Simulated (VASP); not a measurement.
# LiTi12 (a cell with a defect) in VASP: a series of runs

The runs below take LiTi12 (a cell with a defect) through single point, with LDA.

Everything below comes from runs of VASP 6.6.1. Logs are shortened: lines on timing, memory, paths and dates and some standing lists are left out, and cuts for length are marked.

### 1 The cell of the first run

The cell holds a defect, 13 atoms: a = 5.900 Å, b = 8.850 Å, c = 4.685 Å, α = 90.00°, β = 90.00°, γ = 120.00°.

### 2 Single point, LDA

INCAR reads:

```
PREC = Accurate
ENCUT = 520
EDIFF = 1E-6
ISMEAR = -1
SIGMA = 0.15
LREAL = False
LASPH = True
NELM = 60
ALGO = Normal
ISIF = 2
LWAVE = False
LCHARG = False
GGA = CA
NBANDS = 86
```

KPOINTS reads:

```
Automatic mesh
0
Gamma
  3 2 4
```

POSCAR reads:

```
LiTi12
1.0
    5.9000000000      0.0000000000      0.0000000000
   -4.4250000000      7.6643250000      0.0000000000
    0.0000000000      0.0000000000      4.6846000000
Ti Li
12 1
Direct
    0.0292926884      0.0173349874      0.0214127680
    0.1937741005      0.2235831794      0.5590304099
   -0.0548878393      0.2773132553      0.1702277798
    0.2336152274      0.6281259827      0.3537032036
   -0.0149929062      0.6814225833     -0.0352631324
    0.1489133111      0.8878834181      0.5026432501
    0.4756878491     -0.0192301662      0.0329304654
    0.6249486726      0.2104450758      0.5783606685
    0.5029580111      0.3476577492      0.0460896604
    0.6754920290      0.5575742802      0.4781221407
    0.5544805984      0.6951976864     -0.0538440370
    0.7023551923      0.9246256058      0.4909674462
    0.0904438657      0.4528147626      0.7620050769
```

Potentials or basis: VASP PAW LDA potentials, release 64 (Ti_sv, Li_sv).

Started as:

```console
> cat potpaw_LDA.64/Ti_sv/POTCAR potpaw_LDA.64/Li_sv/POTCAR > POTCAR
> mpirun -np 1 vasp_std > vasp.out
```

OUTCAR:

```text
PREC = Accurate
   ENCUT = 520
   EDIFF = 1E-6
   ISMEAR = -1
   LREAL = False
   LASPH = True
   NELM = 60
   ISIF = 2
   GGA = CA

 ion  position               nearest neighbor table
   1  0.029  0.017  0.021-   3 2.68   2 2.68  12 2.77   6 2.78   7 2.81  11 2.85   9 2.86   5 2.86
                             6 2.92
   2  0.194  0.224  0.559-   3 2.53  13 2.57   8 2.61   1 2.68   9 2.78  12 2.80   6 2.86   9 2.88

   3  0.945  0.277  0.170-  13 2.34   2 2.53   8 2.54   1 2.68   7 2.78   4 2.83
   4  0.234  0.628  0.354-  13 2.34   5 2.53  11 2.54   6 2.68  12 2.77   3 2.83
   5  0.985  0.681  0.965-   4 2.53  13 2.58  11 2.60   6 2.68  10 2.78   7 2.80   1 2.86  10 2.88

   6  0.149  0.888  0.503-   4 2.68   5 2.68   7 2.77   1 2.78  12 2.81   8 2.85   2 2.86  10 2.86
                             1 2.92
   7  0.476  0.981  0.033-  12 2.70   6 2.77   8 2.77   3 2.78   5 2.80   1 2.81  11 2.82
   8  0.625  0.210  0.578-   3 2.54   2 2.61  13 2.64   7 2.77   9 2.77  12 2.82   6 2.85
   9  0.503  0.348  0.046-  10 2.59   8 2.77   2 2.78   1 2.86   2 2.88
  10  0.675  0.558  0.478-   9 2.59  11 2.77   5 2.78   6 2.86   5 2.88
  11  0.554  0.695  0.946-   4 2.54   5 2.60  13 2.64  12 2.77  10 2.77   7 2.82   1 2.85
  12  0.702  0.925  0.491-   7 2.70   1 2.77  11 2.77   4 2.77   2 2.80   6 2.81   8 2.82
  13  0.090  0.453  0.762-   4 2.34   3 2.34   2 2.57   5 2.58  11 2.64   8 2.64

  LATTYP: Found a simple monoclinic cell.
 ALAT       =     5.9000000000
 B/A-ratio  =     0.7940000000
 C/A-ratio  =     1.3228756849
 COS(beta)  =    -0.1889822323

  Lattice vectors:

 A1 = (   5.9000000000,   0.0000000000,   0.0000000000)
 A2 = (   0.0000000000,   0.0000000000,   4.6846000000)
 A3 = (  -1.4750000000,  -7.6643250000,   0.0000000000)

Analysis of symmetry for initial positions (statically):
=====================================================================
 Subroutine PRICEL returns:
 Original cell was already a primitive cell.

 Routine SETGRP: Setting up the symmetry group for a
 simple monoclinic supercell.

 Subroutine GETGRP returns: Found  1 space group operations
 (whereof  1 operations were pure point group operations)
 out of a pool of  4 trial point group operations.

The static configuration has the point symmetry C_1 .

Analysis of symmetry for dynamics (positions and initial velocities):
=====================================================================
 Subroutine PRICEL returns:
 Original cell was already a primitive cell.

 Routine SETGRP: Setting up the symmetry group for a
 simple monoclinic supercell.

 Subroutine GETGRP returns: Found  1 space group operations
 (whereof  1 operations were pure point group operations)
 out of a pool of  4 trial point group operations.

The dynamic configuration has the point symmetry C_1 .

 Subroutine INISYM returns: Found  1 space group operations
 (whereof  1 operations are pure point group operations),
 and found     1 'primitive' translations

----------------------------------------------------------------------------------------

                                     Primitive cell

  volume of cell :     211.8354

  direct lattice vectors                    reciprocal lattice vectors
     5.900000000  0.000000000  0.000000000     0.169491525  0.097855976  0.000000000
    -4.425000000  7.664325000  0.000000000     0.000000000  0.130474634  0.000000000
     0.000000000  0.000000000  4.684600000     0.000000000  0.000000000  0.213465397

  length of vectors
     5.900000000  8.850000153  4.684600000     0.195711955  0.130474634  0.213465397

  position of ions in fractional coordinates (direct lattice)
     0.029292688  0.017334987  0.021412768
     0.193774101  0.223583179  0.559030410
     0.945112161  0.277313255  0.170227780
     0.233615227  0.628125983  0.353703204
     0.985007094  0.681422583  0.964736868
     0.148913311  0.887883418  0.502643250
     0.475687849  0.980769834  0.032930465
     0.624948673  0.210445076  0.578360668
     0.502958011  0.347657749  0.046089660
     0.675492029  0.557574280  0.478122141
     0.554480598  0.695197686  0.946155963
     0.702355192  0.924625606  0.490967446
     0.090443866  0.452814763  0.762005077

  ion indices of the primitive-cell ions
   primitive index   ion index
                 1           1
                 2           2
                 3           3
                 4           4
                 5           5
                 6           6
                 7           7
                 8           8
                 9           9
                10          10
                11          11
                12          12
                13          13

----------------------------------------------------------------------------------------

 KPOINTS: Automatic mesh

Automatic generation of k-mesh.
 Grid dimensions read from file:
 generate k-points for:    3    2    4

 Generating k-lattice:

  Cartesian coordinates                     Fractional coordinates (reciprocal lattice)
     0.056497175  0.032618659  0.000000000     0.333333333  0.000000000  0.000000000
     0.000000000  0.065237317  0.000000000     0.000000000  0.500000000  0.000000000
     0.000000000  0.000000000  0.053366349     0.000000000  0.000000000  0.250000000

  Length of vectors
     0.065237318  0.065237317  0.053366349

  Shift w.r.t. Gamma in fractional coordinates (k-lattice)
     0.000000000  0.000000000  0.000000000

 -----------------------------------------------------------------------------
|                                                                             |
|           W    W    AA    RRRRR   N    N  II  N    N   GGGG   !!!           |
|           W    W   A  A   R    R  NN   N  II  NN   N  G    G  !!!           |
|           W    W  A    A  R    R  N N  N  II  N N  N  G       !!!           |
|           W WW W  AAAAAA  RRRRR   N  N N  II  N  N N  G  GGG   !            |
|           WW  WW  A    A  R   R   N   NN  II  N   NN  G    G                |
|           W    W  A    A  R    R  N    N  II  N    N   GGGG   !!!           |
|                                                                             |
|     Your reciprocal lattice and k-lattice belong to different lattice       |
|     classes:                                                                |
|                                                                             |
|        The reciprocal lattice is simple monoclinic,                         |
|        whereas your k-lattice is hexagonal.                                 |
|                                                                             |
|     Results are often still useful ...                                      |
|                                                                             |
 -----------------------------------------------------------------------------

 Subroutine IBZKPT returns following result:
 ===========================================

 Found     14 irreducible k-points:

 Following reciprocal coordinates:
            Coordinates               Weight
  0.000000  0.000000  0.000000      1.000000
  0.333333 -0.000000  0.000000      2.000000
  0.000000  0.500000  0.000000      1.000000
  0.333333  0.500000  0.000000      2.000000
  0.000000  0.000000  0.250000      2.000000
  0.333333 -0.000000  0.250000      2.000000
 -0.333333  0.000000  0.250000      2.000000
  0.000000  0.500000  0.250000      2.000000
  0.333333  0.500000  0.250000      2.000000
 -0.333333  0.500000  0.250000      2.000000
  0.000000  0.000000  0.500000      1.000000
  0.333333 -0.000000  0.500000      2.000000
  0.000000  0.500000  0.500000      1.000000
  0.333333  0.500000  0.500000      2.000000
   k-points           NKPTS =     14   k-points in BZ     NKDIM =     14   number of bands    NBANDS=     86
   number of dos      NEDOS =    301   number of ions     NIONS =     13
   total plane-waves  NPLWV = 120960
   dimension x,y,z NGX =    48 NGY =   70 NGZ =   36
   dimension x,y,z NGXF=    96 NGYF=  140 NGZF=   72
   ions per type =              12   1
   NGX,Y,Z   is equivalent  to a cutoff of  13.53, 13.15, 12.78 a.u.
   NGXF,Y,Z  is equivalent  to a cutoff of  27.05, 26.30, 25.55 a.u.
 SYSTEM =  unknown system
   PREC   = accura    normal or accurate (medium, high low for compatibility)
   ISTART =      0    job   : 0-new  1-cont  2-samecut
   ICHARG =      2    charge: 1-file 2-atom 10-const
   ISPIN  =      1    spin polarized calculation?
   LNONCOLLINEAR =      F non collinear calculations
   LSORBIT =      F    spin-orbit coupling
   LASPH  =      T    aspherical Exc in radial PAW
   ENCUT  =  520.0 eV  38.22 Ry    6.18 a.u.  10.97 16.46  8.71*2*pi/ulx,y,z
   NELM   =     60;   NELMIN=  2; NELMDL= -5     # of ELM steps
   EDIFF  = 0.1E-05   stopping-criterion for ELM
   LREAL  =      F    real-space projection
   EDIFFG = 0.1E-04   stopping-criterion for IOM
   NSW    =      0    number of steps for IOM
   IBRION =     -1    ionic relax: 0-MD 1-quasi-New 2-CG
   NFREE  =      0    steps in history (QN), initial steepest desc. (CG)
   ISIF   =      2    stress and relaxation
   ISYM   =      2    0-nonsym 1-usesym 2-fastsym
   POTIM  = 0.5000    time-step for ionic-motion
   TEBEG  =    0.0;   TEEND  =   0.0 temperature during run
   PSTRESS=    0.0 pullay stress
   NELECT =     147.0000    total number of electrons
   NUPDOWN=      -1.0000    fix difference up-down
   EMIN   =  10.00;   EMAX   =-10.00  energy-range for DOS
   EFERMI =   0.00;   METHOD = LEGACY
   ISMEAR =    -1;   SIGMA  =   0.15  broadening in eV -4-tet -1-fermi 0-gaus
   EFERMI_NEDOS =   21; number of points for ismear=-14 and -15
   IALGO  =     38    algorithm
   IMIX   =      4    mixing-type and parameters
     AMIX     =   0.40;   BMIX     =  1.00
     AMIX_MAG =   1.60;   BMIX_MAG =  1.00
  volume/ion in A,a.u.               =      16.30       109.96
  Fermi-wavevector in a.u.,A,eV,Ry     =   1.449376  2.738924 28.581642  2.100691
  Thomas-Fermi vector in A             =   2.567110
   LORBIT       =      0    0 simple, 1 ext, 2 COOP (PROOUT), +10 PAW based schemes
   GGA     = CA    functional components
   LHFCALC =     F    Hartree Fock is set to
   AEXX    =    0.0000 exact exchange contribution
   IVDW    =     0    specifies the selected vdW correction
   LEPSILON=     F    determine dielectric tensor
   LRPA    =     F    only Hartree local field effects (RPA)
 non-spin polarized calculation
  energy-cutoff  :      520.00
  volume of cell :      211.84
 maximum number of plane-waves:      5706
 NGX is ok and might be reduce to    48
   NGX = 21   NGY = 33   NGZ = 17

 number of electron     147.0000003 magnetization

 Free energy of the ion-electron system (eV)
  ---------------------------------------------------
  ext. energy  EPLUGINS =         0.00000000
  ---------------------------------------------------
  free energy    TOTEN  =      -102.96009386 eV

  energy without entropy =     -101.64447835  energy(sigma->0) =     -102.30228611

 E-fermi :   7.9815     XC(G=0): -11.7814

 val. band max:        7.9772886807   @ k =   0.3333  -0.0000   0.0000
 cond. band min:       7.9818815542   @ k =   0.3333   0.5000   0.2500
 fundamental gap:      0.0045928735
 Fermi energy:         7.9814877817

 k-point     1 :       0.0000    0.0000    0.0000
  band No.  band energies     occupation
      1     -47.9769      2.00000
      2     -47.8789      2.00000
      3     -47.8737      2.00000
      4     -47.7809      2.00000
      5     -47.7598      2.00000
      6     -47.7577      2.00000
[... 1221 lines left out ...]
     84       8.9970      0.00229
     85       9.0984      0.00117
 [bands above 85 left out]

------------------------ aborting loop because EDIFF is reached ----------------------------------------

  FORCE on cell =-STRESS in cart. coord.  units (eV):
  Direction    XX          YY          ZZ          XY          YZ          ZX
  --------------------------------------------------------------------------------------
  -------------------------------------------------------------------------------------
  Total       -6.7178606     -4.6511110      0.7213637      0.8095168     -1.9212359     -0.6261299
  in kB      -50.8092906    -35.1778139      5.4559004      6.1226302    -14.5309112     -4.7356173
  external PRESSURE =     -26.8437347 kB  Pullay stress =       0.0000000 kB

 VOLUME and BASIS-vectors are now :
 -----------------------------------------------------------------------------
  energy-cutoff  :      520.00
  volume of cell :      211.84
      direct lattice vectors                 reciprocal lattice vectors
     5.900000000  0.000000000  0.000000000     0.169491525  0.097855976  0.000000000
    -4.425000000  7.664325000  0.000000000     0.000000000  0.130474634  0.000000000
     0.000000000  0.000000000  4.684600000     0.000000000  0.000000000  0.213465397

 POSITION                                       TOTAL-FORCE (eV/Angst)
 -----------------------------------------------------------------------------------
      0.09612      0.13286      0.10031        -0.000780     -0.006251      0.004537
      0.15391      1.71361      2.61883         0.007612     -0.004106      0.004010
      4.34905      2.12542      0.79745        -0.005605      0.002318     -0.003061
     -1.40113      4.81416      1.65696         0.001967     -0.004860      0.000383
      2.79625      5.22264      4.51941        -0.007463      0.001407     -0.001896
     -3.05030      6.80503      2.35468        -0.002747      0.009024     -0.007622
     -1.53335      7.51694      0.15427         0.007204      0.003175      0.002163
      2.75598      1.61292      2.70939        -0.007932     -0.001439      0.001337
      1.42907      2.66456      0.21591         0.000684     -0.002860     -0.003479
      1.51814      4.27343      2.23981         0.002168      0.005750      0.001626
      0.19519      5.32822      4.43236         0.003963     -0.000405     -0.003511
      0.05243      7.08663      2.29999         0.003242      0.000261      0.003717
     -1.47009      3.47052      3.56969        -0.002315     -0.002015      0.001795
 -----------------------------------------------------------------------------------
    total drift:                                0.000336      0.000020      0.000723

  FREE ENERGIE OF THE ION-ELECTRON SYSTEM (eV)
  ---------------------------------------------------
  free  energy   TOTEN  =      -102.9600938584 eV

  energy  without entropy=     -101.6444783548  energy(sigma->0) =     -102.30228611
```

Wall time 6.8 min (1 thread of Oxide Virtual Turin-like, shared host); peak memory 0.33 GiB.

Results:

```yaml
Free_energy: -102.9601 eV
Largest_force: 0.012 eV/Å
Band_gap_on_the_k_mesh: zero (an odd number of electrons rules out a gap without spin polarisation)
```

Forces on the atoms (eV/Å):
```
Ti  -0.001 -0.006  0.005
Ti   0.008 -0.004  0.004
Ti  -0.006  0.002 -0.003
Ti   0.002 -0.005  0.000
Ti  -0.007  0.001 -0.002
Ti  -0.003  0.009 -0.008
Ti   0.007  0.003  0.002
Ti  -0.008 -0.001  0.001
Ti   0.001 -0.003 -0.003
Ti   0.002  0.006  0.002
Ti   0.004  0.000 -0.004
Ti   0.003  0.000  0.004
Li  -0.002 -0.002  0.002
```

Caveat: the k points lie up to 0.41 Å⁻¹ apart, too coarse for converged energies and pressures of a metal; the cutoff is under 1.25 times the usual one of these potentials, so pressure, stress and relaxed cells hold a basis-set (Pulay) error.

[end of part 1 of 2]
